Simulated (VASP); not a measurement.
Here is a VASP 6.6.1 calculation.

The input INCAR:

```
SYSTEM = Sn
ALGO = Normal ; EDIFF = 1E-6
ENCUT = 500 ; GGA = PS
GGA_COMPAT = .False. ; ISIF = 2
ISMEAR = 1 ; LASPH = .True.
LCHARG = .False. ; LREAL = .False.
LWAVE = .False. ; NBANDS = 13
NELM = 120 ; PREC = Accurate
SIGMA = 0.1
```

The input KPOINTS:

```
k-points
0
Gamma
  5 5 5
  0 0 0
```

File POSCAR:

```
Sn
1.0
    0.0000000000      3.9524930000      3.9524930000
    3.9524930000      0.0000000000      3.9524930000
    3.9524930000      3.9524930000      0.0000000000
Sn
1
Direct
    0.0000000000      0.0000000000      0.0000000000
```

Potentials or basis: VASP PAW PBE potentials, release 64 (Sn_d).

Run with:

```console
$ cat potpaw_PBE.64/Sn_d/POTCAR > POTCAR
$ mpirun -np 1 vasp_std > vasp.out
```

Question: Predict the band gap on the k mesh.

Answer: Zero (band 7 reaches -0.46 eV, above the bottom of band 8 at -1.27 eV).

Question: Estimate the pressure.

Answer: -2.2 GPa.

Caveat: the PAW data sets were made with another functional, which shifts forces and pressure a little; spin-orbit coupling is left out, which moves the levels of the heavy elements.
